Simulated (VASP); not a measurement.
A run of VASP 6.6.1:

The input INCAR:

```
PREC     = Accurate       # precision mode
ENCUT    = 520            # plane-wave cutoff, eV
EDIFF    = 1E-6           # SCF threshold, eV
ISMEAR   = -1             # smearing method
SIGMA    = 0.05           # smearing width, eV
LREAL    = False          # projectors in reciprocal space
LASPH    = True           # aspherical terms in the spheres
NELM     = 60             # most SCF steps
ALGO     = Normal         # electronic algorithm
ISIF     = 2              # what is computed and relaxed
LWAVE    = False          # write WAVECAR
LCHARG   = False          # write CHGCAR
GGA      = PE             # functional
IBRION   = 2              # ionic algorithm
NSW      = 60             # ionic steps
EDIFFG   = -0.01          # ionic threshold
KPAR     = 4
```

File KPOINTS:

```
Automatic mesh
0
Gamma
  4 4 4
```

POSCAR

```
SnO2
1.0
    5.1752560000      0.1035051200      0.0000000000
    0.1035051200      5.1752560000      0.0000000000
    0.0000000000      0.0000000000      5.1752560000
Sn O
4 8
Direct
    0.0000000000      0.0000000000      0.0000000000
    0.5000000000      0.0000000000      0.5000000000
    0.5000000000      0.5000000000      0.0000000000
    0.0000000000      0.5000000000      0.5000000000
    0.6610980000      0.8389020000      0.1610980000
    0.8389020000      0.1610980000      0.6610980000
    0.1610980000      0.6610980000      0.8389020000
    0.3389020000      0.3389020000      0.3389020000
    0.6610980000      0.6610980000      0.6610980000
    0.8389020000      0.3389020000      0.1610980000
    0.1610980000      0.8389020000      0.3389020000
    0.3389020000      0.1610980000      0.8389020000
```

Potentials or basis: VASP PAW PBE potentials, release 64 (Sn_d, O).

Run with:

```bash
$ cat potpaw_PBE.64/Sn_d/POTCAR potpaw_PBE.64/O/POTCAR > POTCAR
$ mpirun -np 4 vasp_std > vasp.out
```

Hardware: 4 MPI ranks on Intel(R) Xeon(R) Platinum 8375C CPU @ 2.90GHz (Ice Lake), with other jobs on the host.

Estimate the wall time of this run.

It took 3.9 min on 4 MPI ranks on Intel(R) Xeon(R) Platinum 8375C CPU @ 2.90GHz (Ice Lake) (shared host), peak memory 0.35 GiB a rank. Counts: scf iterations 45, k points 30, ion steps 6.
